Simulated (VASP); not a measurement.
# Fe in VASP: a series of runs

Fe is run at these levels: HSE06, PBE, PBEsol-based global hybrid with 25 % exact exchange; tasks: single point.

All numbers are computed with VASP 6.6.1; they aren't measurements. Logs are shortened: lines on timing, memory, paths and dates and some standing lists are left out, and cuts for length are marked.

## (1) The cell of the first run

Symmetry: Im-3m, No. 229, cubic system. The conventional cell has a = 2.943 Å, b = 2.943 Å, c = 2.943 Å, α = 90.00°, β = 90.00°, γ = 90.00°. Within 3.4 Å of Fe (site symmetry m-3m) lie 14 Fe at 2.55 to 2.94 Å.

## (2) Single point, HSE06, collinear spin, ferromagnetic start

POSCAR

```
Fe
1.0
   -1.4713013028      1.4713013028      1.4713013028
    1.4713013028     -1.4713013028      1.4713013028
    1.4713013028      1.4713013028     -1.4713013028
Fe
1
Direct
    0.0000000000      0.0000000000      0.0000000000
```

INCAR.step1

```
SYSTEM = Fe
  ALGO = Normal
  EDIFF = 1E-5
  ENCUT = 520
  GGA = PE
  ISIF = 2
  ISMEAR = -1
  ISPIN = 2
  LASPH = .True.
  LCHARG = .False.
  LMAXMIX = 4
  LORBIT = 11
  LREAL = .False.
  LWAVE = .True.
  MAGMOM = 3
  NBANDS = 14
  NELM = 150
  PREC = Accurate
  SIGMA = 0.05
```

INCAR.step2

```
SYSTEM = Fe
  ALGO = Normal
  EDIFF = 1E-6
  ENCUT = 520
  GGA = PE
  HFSCREEN = 0.2079
  ISIF = 2
  ISMEAR = -1
  ISPIN = 2
  ISTART = 1
  LASPH = .True.
  LCHARG = .False.
  LHFCALC = .True.
  LMAXMIX = 4
  LORBIT = 11
  LREAL = .False.
  LWAVE = .False.
  MAGMOM = 3
  NBANDS = 14
  NELM = 150
  PREC = Accurate
  PRECFOCK = Normal
  SIGMA = 0.05
```

KPOINTS

```
k-points
0
Gamma
  8 8 8
  0 0 0
```

Potentials or basis: VASP PAW PBE potentials, release 64 (Fe).

Launch:

```console
$ cat potpaw_PBE.64/Fe/POTCAR > POTCAR
$ cp INCAR.step1 INCAR
$ mpirun -np 1 vasp_std > vasp.out
$ cp INCAR.step2 INCAR
$ mpirun -np 1 vasp_std > vasp.out
```

OUTCAR:

```text
SYSTEM = Fe
   EDIFF = 1E-6
   ENCUT = 520
   GGA = PE
   HFSCREEN = 0.2079
   ISIF = 2
   ISMEAR = -1
   ISPIN = 2
   ISTART = 1
   LASPH = .True.
   LHFCALC = .True.
   LORBIT = 11
   LREAL = .False.
   NELM = 150
   PREC = Accurate
   PRECFOCK = Normal

 ion  position               nearest neighbor table
   1  0.000  0.000  0.000-

  LATTYP: Found a body centered cubic cell.
 ALAT       =     2.9426026056

  Lattice vectors:

 A1 = (  -1.4713013028,   1.4713013028,   1.4713013028)
 A2 = (   1.4713013028,  -1.4713013028,   1.4713013028)
 A3 = (   1.4713013028,   1.4713013028,  -1.4713013028)

Analysis of symmetry for initial positions (statically):
=====================================================================
 Subroutine PRICEL returns:
 Original cell was already a primitive cell.

 Routine SETGRP: Setting up the symmetry group for a
 body centered cubic supercell.

 Subroutine GETGRP returns: Found 48 space group operations
 (whereof 48 operations were pure point group operations)
 out of a pool of 48 trial point group operations.

The static configuration has the point symmetry O_h .

Analysis of symmetry for dynamics (positions and initial velocities):
=====================================================================
 Subroutine PRICEL returns:
 Original cell was already a primitive cell.

 Routine SETGRP: Setting up the symmetry group for a
 body centered cubic supercell.

 Subroutine GETGRP returns: Found 48 space group operations
 (whereof 48 operations were pure point group operations)
 out of a pool of 48 trial point group operations.

The dynamic configuration has the point symmetry O_h .

Analysis of structural, dynamic, and magnetic symmetry:
=====================================================================
 Subroutine PRICEL returns:
 Original cell was already a primitive cell.

 Routine SETGRP: Setting up the symmetry group for a
 body centered cubic supercell.

 Subroutine GETGRP returns: Found 48 space group operations
 (whereof 48 operations were pure point group operations)
 out of a pool of 48 trial point group operations.

The overall configuration has the point symmetry O_h .

 Subroutine INISYM returns: Found 48 space group operations
 (whereof 48 operations are pure point group operations),
 and found     1 'primitive' translations

----------------------------------------------------------------------------------------

                                     Primitive cell

  volume of cell :      12.7399

  direct lattice vectors                    reciprocal lattice vectors
    -1.471301303  1.471301303  1.471301303     0.000000000  0.339835219  0.339835219
[... 124 lines left out ...]
  energy-cutoff  :      520.00
  volume of cell :       12.74
 maximum number of plane-waves:       370
  NGX = 16; NGY = 16; NGZ = 16

 number of electron       8.0000003 magnetization       2.7835321

 Free energy of the ion-electron system (eV)
  ---------------------------------------------------
  ext. energy  EPLUGINS =         0.00000000
  ---------------------------------------------------
  free energy    TOTEN  =       -11.53174720 eV

  energy without entropy =      -11.52485774  energy(sigma->0) =      -11.52830247

 E-fermi :   5.1888     XC(G=0): -10.1676

 val. band max:        5.1512814827   @ k =  -0.2500   0.3750   0.1250
 cond. band min:       5.2217836468   @ k =   0.1250   0.1250   0.0000
 fundamental gap:      0.0705021641
 Fermi energy:         5.1888042864

 spin component 1

 k-point     1 :       0.0000    0.0000    0.0000
  band No.  band energies     occupation
      1      -3.9216      1.00000
      2       0.0448      1.00000
      3       0.0448      1.00000
      4       0.0448      1.00000
      5       1.0337      1.00000
      6       1.0337      1.00000
      7      29.9525      0.00000
      8      29.9525      0.00000
      9      29.9525      0.00000
     10      34.4266      0.00000
     11      34.4266      0.00000
     12      36.1261      0.00000
     13      36.1261      0.00000
     14      36.1261      0.00000
[... 379 lines left out ...]
      3       0.5333      1.00000
      4       0.9126      1.00000
      5       1.8325      1.00000
      6       6.3973      0.00000
      7      16.2481      0.00000
      8      19.2072      0.00000
      9      22.0005      0.00000
     10      25.3466      0.00000
     11      34.3746      0.00000
     12      36.5208      0.00000
     13      39.2086      0.00000
     14      43.9511      0.00000

 [... further k-points ...]

 spin component 2

 k-point     1 :       0.0000    0.0000    0.0000
  band No.  band energies     occupation
      1      -4.6040      1.00000
      2       5.9079      0.00000
      3       5.9081      0.00000
      4       5.9081      0.00000
      5       8.6950      0.00000
      6       8.6952      0.00000
      7      29.0478      0.00000
      8      29.0478      0.00000
      9      29.0478      0.00000
     10      34.4176      0.00000
     11      34.4176      0.00000
     12      37.2197      0.00000
     13      37.2286      0.00000
     14      37.2287      0.00000
[... 379 lines left out ...]
      3       5.9978      0.00000
      4       6.7846      0.00000
      5       8.3069      0.00000
      6       9.9189      0.00000
      7      17.5163      0.00000
      8      19.9448      0.00000
      9      22.9673      0.00000
     10      25.8213      0.00000
     11      35.0732      0.00000
     12      36.9672      0.00000
     13      39.4388      0.00000
     14      44.1646      0.00000

 [... further k-points ...]
[... 5 lines left out ...]
  --------------------------------------------------------------------------------------
  -------------------------------------------------------------------------------------
  Total       -0.5296558     -0.5296558     -0.5296558      0.0000000     -0.0000000      0.0000000
  in kB      -66.6100103    -66.6100103    -66.6100103      0.0000000     -0.0000000      0.0000000
  external PRESSURE =     -66.6100103 kB  Pullay stress =       0.0000000 kB

 VOLUME and BASIS-vectors are now :
 -----------------------------------------------------------------------------
  energy-cutoff  :      520.00
  volume of cell :       12.74
      direct lattice vectors                 reciprocal lattice vectors
    -1.471301303  1.471301303  1.471301303     0.000000000  0.339835219  0.339835219
     1.471301303 -1.471301303  1.471301303     0.339835219  0.000000000  0.339835219
     1.471301303  1.471301303 -1.471301303     0.339835219  0.339835219  0.000000000

 POSITION                                       TOTAL-FORCE (eV/Angst)
 -----------------------------------------------------------------------------------
      0.00000      0.00000      0.00000        -0.000000     -0.000000      0.000000
 -----------------------------------------------------------------------------------
    total drift:                               -0.000000     -0.000002     -0.000005

  FREE ENERGIE OF THE ION-ELECTRON SYSTEM (eV)
  ---------------------------------------------------
  free  energy   TOTEN  =       -11.5317471992 eV

  energy  without entropy=      -11.5248577436  energy(sigma->0) =      -11.52830247

 total charge

# of ion       s       p       d       tot
------------------------------------------
    1        0.457   0.485   6.135   7.077

 magnetization (x)

# of ion       s       p       d       tot
------------------------------------------
    1       -0.037  -0.162   3.094   2.895
```

OSZICAR.step1:

```text
N       E                     dE             d eps       ncg     rms          rms(c)
DAV:   1     0.217286441132E+02    0.21729E+02   -0.37723E+03  1784   0.684E+02
DAV:   2    -0.818410084319E+01   -0.29913E+02   -0.27009E+02  1726   0.126E+02
DAV:   3    -0.908156842486E+01   -0.89747E+00   -0.89177E+00  1992   0.228E+01
DAV:   4    -0.908460838507E+01   -0.30400E-02   -0.30398E-02  1912   0.120E+00
DAV:   5    -0.908462351066E+01   -0.15126E-04   -0.15125E-04  1978   0.883E-02    0.102E+01
DAV:   6    -0.830207938453E+01    0.78254E+00   -0.11863E+01  1948   0.382E+01    0.717E+00
DAV:   7    -0.818043756964E+01    0.12164E+00   -0.11280E+00  1984   0.111E+01    0.367E+00
DAV:   8    -0.817708669886E+01    0.33509E-02   -0.13093E-02  1914   0.626E-01    0.146E+00
DAV:   9    -0.817064620690E+01    0.64405E-02   -0.14118E-02  2050   0.636E-01    0.404E-01
DAV:  10    -0.817064536074E+01    0.84615E-06   -0.10859E-03  1882   0.321E-01    0.120E-01
DAV:  11    -0.817073638561E+01   -0.91025E-04   -0.31714E-04  2052   0.147E-01    0.680E-02
DAV:  12    -0.817073657994E+01   -0.19433E-06   -0.11768E-05  1498   0.363E-02
   1 F= -.81707366E+01 E0= -.81664473E+01  d E =-.857854E-02  mag=     2.5028
```

Wall time 70 min (1 thread of Intel Xeon Platinum 8175M at 2.50GHz (Skylake/Cascade Lake), shared host); peak memory 0.25 GiB.

What came out:

```yaml
Free_energy: -11.5317 eV
Pressure: -6.7 GPa
Net_moment: 2.78 μB per cell
Site_moments: Fe +2.90 μB
Valence_electrons_inside_the_program's_atomic_spheres: Fe 7.08
```

Caveat: the k points lie up to 0.38 Å⁻¹ apart; the PAW data sets were made with another functional, which shifts forces and pressure a little.

## (3) Single point, PBE, collinear spin, ferromagnetic start

This run uses another cell than the first one, of 12.02 Å³/atom.

INCAR

```
SYSTEM = Fe
ALGO = Normal
EDIFF = 1E-6
ENCUT = 600
GGA = PE
GGA_COMPAT = .False.
ISIF = 2
ISMEAR = -1
ISPIN = 2
LASPH = .True.
LCHARG = .True.
LELF = .True.
LMAXMIX = 4
LORBIT = 11
LREAL = .False.
LVHAR = .True.
LWAVE = .False.
MAGMOM = 4.5
NBANDS = 18
NELM = 200
NUPDOWN = 4.5
PREC = Accurate
SIGMA = 0.05
```

KPOINTS

```
k-points
0
Gamma
  11 11 11
  0 0 0
```

POSCAR

```
Fe
1.0
   -1.4430000000      1.4430000000      1.4430000000
    1.4430000000     -1.4430000000      1.4430000000
    1.4430000000      1.4430000000     -1.4430000000
Fe
1
Direct
    0.0000000000      0.0000000000      0.0000000000
```

Potentials or basis: VASP PAW PBE potentials, release 64 (Fe_sv).

Launch:

```console
$ cat potpaw_PBE.64/Fe_sv/POTCAR > POTCAR
$ mpirun -np 1 vasp_std > vasp.out
```

Run time: 16 s. Hardware: 1 thread of Intel Xeon Platinum 8488C (Sapphire Rapids), shared host; peak memory 0.14 GiB.

It converged, with:

* Free energy: -4.5257 eV
* Pressure: 80.3 GPa
* Net moment: 4.50 μB per cell
* Site moments: Fe +3.73 μB
* Valence electrons inside the program's atomic spheres: Fe 13.61

Caveat: the cell stands under pressure; the total moment is fixed, so each spin has its own Fermi level and the state may be an excited one.

(Part 1 of 2 ends here.)
